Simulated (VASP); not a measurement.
# SnO2 (Cassiterite) (P4_2/mnm) in VASP: a series of runs

SnO2 (Cassiterite) is run at these levels: PBE; tasks: single point, relaxation of the atoms.

All numbers are computed with VASP 6.6.1; they aren't measurements. Logs are shortened: lines on timing, memory, paths and dates and some standing lists are left out, and cuts for length are marked.

## 1. The cell of the first run

It takes space group P4_2/mnm (No. 136, tetragonal). Conventional cell: a = 4.738 Å, b = 4.738 Å, c = 3.187 Å, α = 90.00°, β = 90.00°, γ = 90.00°. Within 2.7 Å of Sn (site symmetry mmm) lie 6 O at 2.05 to 2.06 Å. O (site symmetry m2m) has 3 Sn at 2.05 to 2.06 Å and 1 O at 2.61 Å within 2.7 Å.

## 2. Single point, PBE

Input file INCAR:

```
SYSTEM = SnO2
  PREC = Accurate
  ENCUT = 520
  EDIFF = 1E-6
  ISMEAR = -1
  SIGMA = 0.02
  LREAL = .False.
  LASPH = .True.
  NELM = 80
  ALGO = Normal
  ISIF = 2
  LWAVE = .False.
  LCHARG = .False.
  GGA = PE
  NBANDS = 35
```

Input file KPOINTS:

```
regular mesh
0
Gamma
  4 4 6
  0 0 0
```

Input file POSCAR:

```
SnO2
1.0
    4.7380000000      0.0000000000      0.0000000000
    0.0000000000      4.7380000000      0.0000000000
    0.0000000000      0.0000000000      3.1865000000
Sn O
2 4
Direct
    0.0000000000      0.0000000000      0.0000000000
    0.5000000000      0.5000000000      0.5000000000
    0.3053989362      0.3053989362      0.0000000000
    0.1946010638      0.8053989362      0.5000000000
    0.6946010638      0.6946010638      0.0000000000
    0.8053989362      0.1946010638      0.5000000000
```

Potentials or basis: VASP PAW PBE potentials, release 64 (Sn_d, O).

Run with:

```console
cat potpaw_PBE.64/Sn_d/POTCAR potpaw_PBE.64/O/POTCAR > POTCAR
mpirun -np 1 vasp_std > vasp.out
```

OUTCAR:

```text
SYSTEM = SnO2
   PREC = Accurate
   ENCUT = 520
   EDIFF = 1E-6
   ISMEAR = -1
   LREAL = .False.
   LASPH = .True.
   NELM = 80
   ISIF = 2
   GGA = PE

 ion  position               nearest neighbor table
   1  0.000  0.000  0.000-   3 2.05   5 2.05   4 2.06   6 2.06   4 2.06   6 2.06   2 3.71   2 3.71
                             2 3.71   2 3.71   2 3.71   2 3.71   2 3.71   2 3.71
   2  0.500  0.500  0.500-   4 2.05   6 2.05   5 2.06   3 2.06   3 2.06   5 2.06   1 3.71   1 3.71
                             1 3.71   1 3.71   1 3.71   1 3.71   1 3.71   1 3.71
   3  0.305  0.305  0.000-   1 2.05   2 2.06   2 2.06
   4  0.195  0.805  0.500-   2 2.05   1 2.06   1 2.06
   5  0.695  0.695  0.000-   1 2.05   2 2.06   2 2.06
   6  0.805  0.195  0.500-   2 2.05   1 2.06   1 2.06

  LATTYP: Found a simple tetragonal cell.
 ALAT       =     4.7380000000
 C/A-ratio  =     0.6725411566

  Lattice vectors:

 A1 = (   4.7380000000,   0.0000000000,   0.0000000000)
 A2 = (   0.0000000000,   4.7380000000,   0.0000000000)
 A3 = (   0.0000000000,   0.0000000000,   3.1865000000)

Analysis of symmetry for initial positions (statically):
=====================================================================
 Subroutine PRICEL returns:
 Original cell was already a primitive cell.

 Routine SETGRP: Setting up the symmetry group for a
 simple tetragonal supercell.

 Subroutine GETGRP returns: Found 16 space group operations
 (whereof  8 operations were pure point group operations)
 out of a pool of 16 trial point group operations.

The static configuration has the point symmetry D_2h.
 The point group associated with its full space group is D_4h.

Analysis of symmetry for dynamics (positions and initial velocities):
=====================================================================
 Subroutine PRICEL returns:
 Original cell was already a primitive cell.

 Routine SETGRP: Setting up the symmetry group for a
 simple tetragonal supercell.

 Subroutine GETGRP returns: Found 16 space group operations
 (whereof  8 operations were pure point group operations)
 out of a pool of 16 trial point group operations.

The dynamic configuration has the point symmetry D_2h.
 The point group associated with its full space group is D_4h.

 Subroutine INISYM returns: Found 16 space group operations
 (whereof  8 operations are pure point group operations),
 and found     1 'primitive' translations

----------------------------------------------------------------------------------------

                                     Primitive cell

  volume of cell :      71.5326

  direct lattice vectors                    reciprocal lattice vectors
     4.738000000  0.000000000  0.000000000     0.211059519  0.000000000  0.000000000
     0.000000000  4.738000000  0.000000000     0.000000000  0.211059519  0.000000000
     0.000000000  0.000000000  3.186500000     0.000000000  0.000000000  0.313823945

  length of vectors
     4.738000000  4.738000000  3.186500000     0.211059519  0.211059519  0.313823945

  position of ions in fractional coordinates (direct lattice)
     0.000000000  0.000000000  0.000000000
     0.500000000  0.500000000  0.500000000
     0.305398936  0.305398936  0.000000000
     0.194601064  0.805398936  0.500000000
     0.694601064  0.694601064  0.000000000
     0.805398936  0.194601064  0.500000000

  ion indices of the primitive-cell ions
   primitive index   ion index
                 1           1
                 2           2
                 3           3
                 4           4
                 5           5
                 6           6

----------------------------------------------------------------------------------------

 KPOINTS: regular mesh

Automatic generation of k-mesh.
 Grid dimensions read from file:
 generate k-points for:    4    4    6

 Generating k-lattice:

  Cartesian coordinates                     Fractional coordinates (reciprocal lattice)
     0.052764880  0.000000000  0.000000000     0.250000000  0.000000000  0.000000000
     0.000000000  0.052764880  0.000000000     0.000000000  0.250000000  0.000000000
     0.000000000  0.000000000  0.052303991     0.000000000  0.000000000  0.166666667

  Length of vectors
     0.052764880  0.052764880  0.052303991

  Shift w.r.t. Gamma in fractional coordinates (k-lattice)
     0.000000000  0.000000000  0.000000000

 Subroutine IBZKPT returns following result:
 ===========================================

 Found     24 irreducible k-points:

 Following reciprocal coordinates:
            Coordinates               Weight
  0.000000  0.000000  0.000000      1.000000
  0.250000  0.000000  0.000000      4.000000
  0.500000  0.000000  0.000000      2.000000
  0.250000  0.250000  0.000000      4.000000
  0.500000  0.250000  0.000000      4.000000
  0.500000  0.500000  0.000000      1.000000
[... 16 lines left out ...]
  0.500000  0.250000  0.500000      4.000000
  0.500000  0.500000  0.500000      1.000000
   k-points           NKPTS =     24   k-points in BZ     NKDIM =     24   number of bands    NBANDS=     35
   number of dos      NEDOS =    301   number of ions     NIONS =      6
   total plane-waves  NPLWV =  31104
   dimension x,y,z NGX =    36 NGY =   36 NGZ =   24
   dimension x,y,z NGXF=    72 NGYF=   72 NGZF=   48
   ions per type =               2   4
   NGX,Y,Z   is equivalent  to a cutoff of  12.63, 12.63, 12.52 a.u.
   NGXF,Y,Z  is equivalent  to a cutoff of  25.26, 25.26, 25.04 a.u.
 SYSTEM =  SnO2
   PREC   = accura    normal or accurate (medium, high low for compatibility)
   ISTART =      0    job   : 0-new  1-cont  2-samecut
   ICHARG =      2    charge: 1-file 2-atom 10-const
   ISPIN  =      1    spin polarized calculation?
   LNONCOLLINEAR =      F non collinear calculations
   LSORBIT =      F    spin-orbit coupling
   LASPH  =      T    aspherical Exc in radial PAW
   ENCUT  =  520.0 eV  38.22 Ry    6.18 a.u.   8.81  8.81  5.92*2*pi/ulx,y,z
   NELM   =     80;   NELMIN=  2; NELMDL= -5     # of ELM steps
   EDIFF  = 0.1E-05   stopping-criterion for ELM
   LREAL  =      F    real-space projection
   EDIFFG = 0.1E-04   stopping-criterion for IOM
   NSW    =      0    number of steps for IOM
   IBRION =     -1    ionic relax: 0-MD 1-quasi-New 2-CG
   NFREE  =      0    steps in history (QN), initial steepest desc. (CG)
   ISIF   =      2    stress and relaxation
   ISYM   =      2    0-nonsym 1-usesym 2-fastsym
   POTIM  = 0.5000    time-step for ionic-motion
   TEBEG  =    0.0;   TEEND  =   0.0 temperature during run
   PSTRESS=    0.0 pullay stress
   NELECT =      52.0000    total number of electrons
   NUPDOWN=      -1.0000    fix difference up-down
   EMIN   =  10.00;   EMAX   =-10.00  energy-range for DOS
   EFERMI =   0.00;   METHOD = LEGACY
   ISMEAR =    -1;   SIGMA  =   0.02  broadening in eV -4-tet -1-fermi 0-gaus
   EFERMI_NEDOS =   21; number of points for ismear=-14 and -15
   IALGO  =     38    algorithm
   IMIX   =      4    mixing-type and parameters
     AMIX     =   0.40;   BMIX     =  1.00
     AMIX_MAG =   1.60;   BMIX_MAG =  1.00
  volume/ion in A,a.u.               =      11.92        80.45
  Fermi-wavevector in a.u.,A,eV,Ry     =   1.472000  2.781677 29.480903  2.166785
  Thomas-Fermi vector in A             =   2.587068
   LORBIT       =      0    0 simple, 1 ext, 2 COOP (PROOUT), +10 PAW based schemes
   GGA     = PE    functional components
   LHFCALC =     F    Hartree Fock is set to
   AEXX    =    0.0000 exact exchange contribution
   IVDW    =     0    specifies the selected vdW correction
   LEPSILON=     F    determine dielectric tensor
   LRPA    =     F    only Hartree local field effects (RPA)
 non-spin polarized calculation
  energy-cutoff  :      520.00
  volume of cell :       71.53
 maximum number of plane-waves:      1992
 NGX is ok and might be reduce to    36
   NGX = 17   NGY = 17   NGZ = 11

 number of electron      51.9999990 magnetization

 Free energy of the ion-electron system (eV)
  ---------------------------------------------------
  ext. energy  EPLUGINS =         0.00000000
  ---------------------------------------------------
  free energy    TOTEN  =       -37.16535543 eV

  energy without entropy =      -37.16535543  energy(sigma->0) =      -37.16535543

 E-fermi :   6.5638     XC(G=0): -11.2603

 val. band max:        6.1502663920   @ k =   0.0000   0.0000   0.0000
 cond. band min:       7.3850650135   @ k =   0.0000   0.0000   0.0000
 fundamental gap:      1.2347986215
 Fermi energy:         6.5637554471

 k-point     1 :       0.0000    0.0000    0.0000
  band No.  band energies     occupation
      1     -14.9685      2.00000
      2     -14.1658      2.00000
      3     -13.9126      2.00000
      4     -13.8844      2.00000
      5     -13.8844      2.00000
      6     -13.8235      2.00000
[... 27 lines left out ...]
     34      18.3363      0.00000
     35      18.8346      0.00000

 k-point     2 :       0.2500    0.0000    0.0000
  band No.  band energies     occupation
      1     -14.8717      2.00000
      2     -14.2865      2.00000
      3     -13.9125      2.00000
      4     -13.8851      2.00000
      5     -13.8805      2.00000
      6     -13.8803      2.00000
[... 27 lines left out ...]
     34      18.3625      0.00000
     35      18.7671      0.00000

 k-point     3 :       0.5000    0.0000    0.0000
  band No.  band energies     occupation
      1     -14.6049      2.00000
      2     -14.6049      2.00000
      3     -13.9112      2.00000
      4     -13.9112      2.00000
      5     -13.8763      2.00000
      6     -13.8763      2.00000
[... 27 lines left out ...]
     34      18.6474      0.00000
     35      18.7417      0.00000
[... 723 lines left out ...]
 k-point    23 :       0.5000    0.2500    0.5000
  band No.  band energies     occupation
      1     -14.8163      2.00000
      2     -14.8163      2.00000
      3     -14.0599      2.00000
      4     -14.0599      2.00000
      5     -13.7536      2.00000
      6     -13.7536      2.00000
[... 27 lines left out ...]
     34      17.6867      0.00000
     35      18.9925      0.00000

 k-point    24 :       0.5000    0.5000    0.5000
  band No.  band energies     occupation
      1     -14.7060      2.00000
      2     -14.7060      2.00000
      3     -14.2434      2.00000
      4     -14.2434      2.00000
      5     -13.7490      2.00000
      6     -13.7490      2.00000
[... 27 lines left out ...]
     34      17.2971      0.00000
     35      19.2941      0.00000

------------------------ aborting loop because EDIFF is reached ----------------------------------------

  FORCE on cell =-STRESS in cart. coord.  units (eV):
  Direction    XX          YY          ZZ          XY          YZ          ZX
  --------------------------------------------------------------------------------------
  -------------------------------------------------------------------------------------
  Total        4.7147169      4.7147169      5.8419478      0.0000000      0.0000000      0.0000000
  in kB      105.5995752    105.5995752    130.8471342      0.0000000      0.0000000      0.0000000
  external PRESSURE =     114.0154282 kB  Pullay stress =       0.0000000 kB

 VOLUME and BASIS-vectors are now :
 -----------------------------------------------------------------------------
  energy-cutoff  :      520.00
  volume of cell :       71.53
      direct lattice vectors                 reciprocal lattice vectors
     4.738000000  0.000000000  0.000000000     0.211059519  0.000000000  0.000000000
     0.000000000  4.738000000  0.000000000     0.000000000  0.211059519  0.000000000
     0.000000000  0.000000000  3.186500000     0.000000000  0.000000000  0.313823945

 POSITION                                       TOTAL-FORCE (eV/Angst)
 -----------------------------------------------------------------------------------
      0.00000      0.00000      0.00000         0.000000      0.000000     -0.000000
      2.36900      2.36900      1.59325         0.000000      0.000000     -0.000000
      1.44698      1.44698      0.00000        -0.010666     -0.010666     -0.000000
      0.92202      3.81598      1.59325         0.010666     -0.010666     -0.000000
      3.29102      3.29102      0.00000         0.010666      0.010666      0.000000
      3.81598      0.92202      1.59325        -0.010666      0.010666      0.000000
 -----------------------------------------------------------------------------------
    total drift:                                0.000000      0.000000      0.000000

  FREE ENERGIE OF THE ION-ELECTRON SYSTEM (eV)
  ---------------------------------------------------
  free  energy   TOTEN  =       -37.1653554272 eV

  energy  without entropy=      -37.1653554272  energy(sigma->0) =      -37.16535543
```

It took 56 s on 1 thread of AMD EPYC 7R13 (Zen 3), shared host; peak memory 0.17 GiB.

What came out:

| Quantity | Value |
| --- | --- |
| Free energy | -37.1654 eV |
| Pressure | 11.4 GPa |
| Largest force | 0.015 eV/Å |
| Band gap on the k mesh | 1.23 eV, direct |

Forces on the atoms (eV/Å):
```
Sn   0.000  0.000  0.000
Sn   0.000  0.000  0.000
O   -0.011 -0.011  0.000
O    0.011 -0.011  0.000
O    0.011  0.011  0.000
O   -0.011  0.011  0.000
```

Levels at points of the mesh, in eV from the valence-band top:
```csv
k point,band 24,band 25,band 26,band 27,band 28,band 29
"(0.00, 0.00, 0.00)",-0.79,-0.79,0.00,1.23,6.21,6.32
"(0.50, 0.00, 0.00)",-1.20,-0.63,-0.63,4.44,4.44,7.11
"(0.50, 0.50, 0.00)",-1.32,-0.91,-0.91,4.87,4.87,7.54
"(0.00, 0.00, 0.50)",-1.67,-1.26,-1.26,6.18,6.18,9.75
"(0.50, 0.00, 0.50)",-1.11,-0.71,-0.71,6.46,6.46,8.06
"(0.50, 0.50, 0.50)",-0.96,-0.84,-0.84,4.82,4.82,8.93
```

Caveat: spin-orbit coupling is left out, which moves the levels of the heavy elements. As with any semilocal functional, this PBE gap is likely too small.

## 3. Relaxation of the atoms, PBE

Input file INCAR:

```
SYSTEM = SnO2
PREC = Accurate ; ENCUT = 520
EDIFF = 1E-6 ; ISMEAR = -1
SIGMA = 0.02 ; LREAL = .False.
LASPH = .True. ; NELM = 80
ALGO = Normal ; ISIF = 2
LWAVE = .False. ; LCHARG = .False.
GGA = PE ; IBRION = 2
NSW = 80 ; EDIFFG = -0.02
```

KPOINTS is that of step 2.

Input file POSCAR:

```
SnO2
1.0
    4.7380000000      0.0000000000      0.0000000000
    0.0000000000      4.7380000000      0.0000000000
    0.0000000000      0.0000000000      3.1865000000
Sn O
2 4
Direct
    0.0000000000      0.0000000000      0.0000000000
    0.5000000000      0.5000000000      0.5000000000
    0.3071000000      0.3071000000      0.0000000000
    0.1929000000      0.8071000000      0.5000000000
    0.6929000000      0.6929000000      0.0000000000
    0.8071000000      0.1929000000      0.5000000000
```

Potentials or basis: VASP PAW PBE potentials, release 64 (Sn_d, O).

Run with:

```console
cat potpaw_PBE.64/Sn_d/POTCAR potpaw_PBE.64/O/POTCAR > POTCAR
mpirun -np 1 vasp_std > vasp.out
```

Wall time 70 s (1 thread of Intel Xeon Platinum 8375C at 2.90GHz (Ice Lake), shared host); peak memory 0.2 GiB.

The run converged. Its results:

```
Free energy               : -37.1654 eV
Energy gained by relaxing : 1.2 meV/atom
Ionic steps               : 3
Pressure after relaxing   : 11.4 GPa
Band gap on the k mesh    : 1.23 eV, direct
```

Stress tensor (GPa, compression positive):
```
10.55  0.00  0.00
 0.00 10.55  0.00
 0.00  0.00 13.04
```

Step by step:
| step | energy change (eV) | largest force (eV/Å) | pressure (GPa) |
| --- | --- | --- | --- |
| 1 | 0.0000 | 0.2941 | 11.79 |
| 2 | -0.0068 | 0.0537 | 11.31 |
| 3 | -0.0070 | 0.0003 | 11.38 |

Final structure:
```yaml
crystal:
  lattice:
    - [4.73800, 0.00000, 0.00000]
    - [0.00000, 4.73800, 0.00000]
    - [0.00000, 0.00000, 3.18650]
  atoms:
    - { symbol: Sn, position: [0.00000, 0.00000, 0.00000] }
    - { symbol: Sn, position: [0.50000, 0.50000, 0.50000] }
    - { symbol: O, position: [0.30531, 0.30531, 0.00000] }
    - { symbol: O, position: [0.19469, 0.80531, 0.50000] }
    - { symbol: O, position: [0.69469, 0.69469, 0.00000] }
    - { symbol: O, position: [0.80531, 0.19469, 0.50000] }
```

Levels at points of the mesh, in eV from the valence-band top:
| k point | band 22 | band 23 | band 24 | band 25 | band 26 | band 27 | band 28 | band 29 | band 30 | band 31 |
| --- | --- | --- | --- | --- | --- | --- | --- | --- | --- | --- |
| (0.00, 0.00, 0.00) | -1.24 | -1.24 | -0.79 | -0.79 | 0.00 | 1.23 | 6.21 | 6.32 | 6.32 | 10.42 |
| (0.50, 0.00, 0.00) | -2.00 | -1.20 | -1.20 | -0.63 | -0.63 | 4.44 | 4.44 | 7.11 | 7.11 | 11.03 |
| (0.50, 0.50, 0.00) | -2.01 | -1.32 | -1.32 | -0.91 | -0.91 | 4.87 | 4.87 | 7.54 | 7.54 | 11.05 |
| (0.00, 0.00, 0.50) | -2.66 | -1.67 | -1.67 | -1.26 | -1.26 | 6.18 | 6.18 | 9.75 | 9.75 | 10.70 |
| (0.50, 0.00, 0.50) | -1.74 | -1.11 | -1.11 | -0.71 | -0.71 | 6.46 | 6.46 | 8.06 | 8.06 | 11.04 |
| (0.50, 0.50, 0.50) | -2.38 | -0.95 | -0.95 | -0.84 | -0.84 | 4.81 | 4.81 | 8.94 | 8.94 | 11.04 |

Caveat: spin-orbit coupling is left out, which moves the levels of the heavy elements. A hybrid or GW would open this gap; PBE tends to underestimate it.
